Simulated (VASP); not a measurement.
Write the native input for VASP 6.6.1 that does the following.

| Item | Value |
| --- | --- |
| Task | relaxation of cell and atoms |
| Functional | PBE |
| Potentials or basis | VASP PAW PBE potentials, release 64 (Na_pv, Sc_sv) |
| Cutoff | 600 eV |
| k mesh | 10 × 10 × 10 |
| Occupations | gaussian, width 0.1 eV |
| Spin | no spin polarisation |
| Dipole correction | no |
| Further INCAR settings | ALGO = Fast; EDIFF = 1e-06; IBRION = 2; EDIFFG = -0.01; NSW = 100; ISIF = 3 |

The structure of Na3Sc lies in POSCAR:

```
Na3Sc
1.0
    5.0283895670      0.0000000000      0.0000000000
    0.0000000000      5.0283895670      0.0000000000
    0.0000000000      0.0000000000      5.0283895670
Na Sc
3 1
Direct
    0.0000000000      0.5000000000      0.5000000000
    0.5000000000      0.0000000000      0.5000000000
    0.5000000000      0.5000000000      0.0000000000
    0.0000000000      0.0000000000      0.0000000000
```

One way to write it, as run:

INCAR

```
SYSTEM = Na3Sc
ALGO = Fast
EDIFF = 1E-6
EDIFFG = -0.01
ENCUT = 600
GGA = PE
IBRION = 2
ISIF = 3
ISMEAR = 0
LASPH = .TRUE.
LCHARG = .FALSE.
LREAL = .FALSE.
LWAVE = .FALSE.
NELM = 60
NSW = 100
PREC = Accurate
SIGMA = 0.1
```

KPOINTS

```
k-points
0
G
  10 10 10
  0 0 0
```

Potentials or basis: VASP PAW PBE potentials, release 64 (Na_pv, Sc_sv).

Run with:

```console
$ cat potpaw_PBE.64/Na_pv/POTCAR potpaw_PBE.64/Sc_sv/POTCAR > POTCAR
$ mpirun -np 1 vasp_std > vasp.out
```

Results of the run:

- Pressure after relaxing: 0.0 GPa
- Band gap on the k mesh: zero (bands 16 and 17 overlap by 0.81 eV)

Caveat: the relaxation stopped at its first step, so nothing moved.

It took 13 min on 1 thread of Oxide Virtual Turin-like Processor, with other jobs on the host, peak memory 0.32 GiB.
